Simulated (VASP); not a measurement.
Here is a VASP 6.6.1 calculation.

INCAR

```
PREC = Accurate
ENCUT = 600
EDIFF = 1E-7
ISMEAR = -1
SIGMA = 0.05
LREAL = F
LASPH = T
NELM = 60
ALGO = Normal
ISIF = 3
LWAVE = F
LCHARG = F
GGA = CA
IBRION = 2
NSW = 60
EDIFFG = -0.01
```

KPOINTS

```
Automatic mesh
0
Gamma
  6 6 9
```

POSCAR

```
TaN
1.0
    5.1960000000      0.0000000000      0.0000000000
   -2.5980000000      4.4998679981      0.0000000000
    0.0000000000      0.0000000000      2.9110000000
Ta N
3 3
Direct
    0.0000000000      0.0000000000      0.0000000000
    0.6666666667      0.3333333333      0.5000000000
    0.3333333333      0.6666666667      0.5000000000
    0.0000000000      0.3928500000      0.0000000000
    0.6071500000      0.6071500000      0.0000000000
    0.3928500000      0.0000000000      0.0000000000
```

Potentials or basis: VASP PAW LDA potentials, release 64 (Ta_pv, N).

The run is started by

```console
$ cat potpaw_LDA.64/Ta_pv/POTCAR potpaw_LDA.64/N/POTCAR > POTCAR
$ mpirun -np 1 vasp_std > vasp.out
```

**Question.** Estimate the space group after relaxing (to 0.1 Å).

**Answer.** P-62m (No. 189).

**Question.** Predict the relaxed volume.

**Answer.** 11.06 Å³/atom.

**Question.** What does it give for the band gap on the k mesh?

**Answer.** Zero (bands 24 and 25 overlap by 3.27 eV).

**Question.** Estimate the relaxed cell.

**Answer.** a = 5.161 Å, b = 5.161 Å, c = 2.878 Å, α = 90.00°, β = 90.00°, γ = 120.00°.

The path:
| step | energy change (eV) | largest force (eV/Å) | pressure (GPa) | volume (Å³) |
| --- | --- | --- | --- | --- |
| 1 | 0.0000 | 0.0336 | -8.36 | 68.06 |
| 2 | 0.2512 | 0.3186 | 24.97 | 62.40 |
| 3 | -0.0462 | 0.0649 | -0.15 | 66.41 |
| 4 | -0.0462 | 0.0673 | 0.03 | 66.37 |
| 5 | -0.0462 | 0.0693 | 0.21 | 66.34 |
| 6 | -0.0466 | 0.0104 | 0.14 | 66.35 |
| 7 | -0.0467 | 0.0144 | 0.16 | 66.35 |
| 8 | -0.0467 | 0.0004 | -0.31 | 66.43 |
| 9 | -0.0467 | 0.0088 | -0.05 | 66.38 |

Caveat: spin-orbit coupling is left out, which moves the levels of the heavy elements. LDA usually gives volumes a few per cent too small.
